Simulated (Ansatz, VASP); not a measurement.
# One calculation of SnO2, two programs

INCAR

```
SYSTEM = SnO2
PREC = Accurate ; ENCUT = 520
EDIFF = 1E-6 ; ISMEAR = 1
SIGMA = 0.05 ; LREAL = .FALSE.
LASPH = .TRUE. ; NELM = 80
ALGO = Normal ; ISIF = 2
LWAVE = .FALSE. ; LCHARG = .FALSE.
GGA = PE ; NBANDS = 35
```

The input KPOINTS:

```
regular mesh
0
G
  6 6 8
  0 0 0
```

The input POSCAR:

```
SnO2
1.0
    4.7380000000      0.0000000000      0.0000000000
    0.0000000000      4.7380000000      0.0000000000
    0.0000000000      0.0000000000      3.1865000000
Sn O
2 4
Direct
    0.0000000000      0.0000000000      0.0000000000
    0.5000000000      0.5000000000      0.5000000000
    0.3071000000      0.3071000000      0.0000000000
    0.1929000000      0.8071000000      0.5000000000
    0.6929000000      0.6929000000      0.0000000000
    0.8071000000      0.1929000000      0.5000000000
```

Input for Ansatz:

```yaml
crystal:
  lattice:
    - [4.738, 0.0, 0.0]
    - [0.0, 4.738, 0.0]
    - [0.0, 0.0, 3.1865]
  atoms:
    - { symbol: Sn, position: [0.0, 0.0, 0.0] }
    - { symbol: Sn, position: [0.5, 0.5, 0.5] }
    - { symbol: O, position: [0.3071, 0.3071, 0.0] }
    - { symbol: O, position: [0.1929, 0.8071, 0.5] }
    - { symbol: O, position: [0.6929, 0.6929, 0.0] }
    - { symbol: O, position: [0.8071, 0.1929, 0.5] }
kpoints:
  mp_grid:
    grid: [6, 6, 8]
hamiltonian:
  xc: pbe
scf:
  occupations:
    method: methfessel_paxton
    width: 0.05
output:
  stress: true
```

Alike in both runs: task single point; functional PBE; k mesh 6 × 6 × 8; occupations methfessel-paxton of order 1, width 0.05 eV; no spin polarisation.

|  | VASP | Ansatz |
| --- | --- | --- |
| version | VASP 6.6.1 | Ansatz 0.2.0 |
| potentials or method | VASP PAW PBE potentials, release 64 (Sn_d, O) | plane waves, PAW |
| plane-wave cutoff (eV) | 520 | 420 |
| valence electrons in the cell | 52 | 52 |

|  | VASP | Ansatz | Ansatz less VASP |
| --- | --- | --- | --- |
| pressure (GPa) | 11.8 | 11.1 | -0.72 |
| traceless stress, the component that is largest in VASP (GPa) | 2.20 | 1.97 | -0.234 |

The functional is the same, so the differences come from potentials, cutoffs and numerics.
